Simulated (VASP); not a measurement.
The system is NiBTe3.

```
Ni B Te
1.0
     4.77545    0.00000    0.00000
     0.00000    4.77545    0.00000
     0.00000    0.00000    4.77545
Ni B Te
1 1 3
Direct
  0.50000 0.50000 0.50000
  0.00000 0.00000 0.00000
  0.00000 0.50000 0.50000
  0.50000 0.00000 0.50000
  0.50000 0.50000 0.00000
```

- Program: VASP 6.6.1
- Task: relaxation of cell and atoms
- Functional: r2SCAN
- Potentials or basis: VASP PAW PBE potentials, release 64 (Ni, B, Te)
- Cutoff: 600 eV
- k mesh: 4 × 4 × 4
- Occupations: gaussian, width 0.1 eV
- Spin: no spin polarisation

At the start: pressure 12.5 GPa; volume 21.78 Å³/atom.

How do energy, volume and symmetry change on relaxing?

Over 3 steps the energy falls by 127.7 meV/atom and the volume is 25.55 Å³/atom (+17.3 %); space group Pm-3m (No. 221, to 0.05 Å).

Step by step:
```
step  energy change (eV)  largest force (eV/Å)  pressure (GPa)  volume (Å³)
   1              0.0000                0.0000           12.54       108.90
   2             -0.5220                0.0000           -3.41       138.04
   3             -0.6384                0.0000            0.09       127.76
```

Final structure:
```cif
data_structure
_symmetry_space_group_name_H-M 'P 1'
_symmetry_Int_Tables_number 1
_cell_length_a 5.0365
_cell_length_b 5.0365
_cell_length_c 5.0365
_cell_angle_alpha 90.000
_cell_angle_beta 90.000
_cell_angle_gamma 90.000
_cell_volume 127.76
loop_
_atom_site_label
_atom_site_type_symbol
_atom_site_fract_x
_atom_site_fract_y
_atom_site_fract_z
_atom_site_occupancy
Ni1 Ni 0.50000 0.50000 0.50000 1
B1 B 0.00000 0.00000 0.00000 1
Te1 Te 0.00000 0.50000 0.50000 1
Te2 Te 0.50000 0.00000 0.50000 1
Te3 Te 0.50000 0.50000 0.00000 1
```

Caveat: the volume moved by over 15 % at a fixed basis, so the end points are rough; the PAW data sets were made with another functional, which shifts forces and pressure a little.
